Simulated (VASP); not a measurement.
A run of VASP 6.6.1 is set up as follows.

The input INCAR:

```
SYSTEM = Ti
PREC = Accurate ; ENCUT = 520
EDIFF = 1E-6 ; ISMEAR = 0
SIGMA = 0.15 ; LREAL = .False.
LASPH = .True. ; NELM = 150
ALGO = Fast ; ISIF = 2
LWAVE = .False. ; LCHARG = .False.
ISPIN = 2 ; MAGMOM = 0.125
LORBIT = 11 ; NUPDOWN = 0.125
LMAXMIX = 4 ; GGA = PE
NBANDS = 16
```

KPOINTS

```
regular mesh
0
Gamma
  20 20 20
  0 0 0
```

Contents of POSCAR:

```
Ti
1.0
    0.0000000000      2.1725938953      2.1725938953
    2.1725938953      0.0000000000      2.1725938953
    2.1725938953      2.1725938953      0.0000000000
Ti
1
Direct
    0.0000000000      0.0000000000      0.0000000000
```

Potentials or basis: VASP PAW PBE potentials, release 64 (Ti_sv).

Launch:

```console
$ cat potpaw_PBE.64/Ti_sv/POTCAR > POTCAR
$ mpirun -np 1 vasp_std > vasp.out
```

Q: Predict the pressure.

A: -13.3 GPa.

Caveat: the cell stands under tension; the total moment is fixed, so each spin has its own Fermi level and the state may be an excited one.
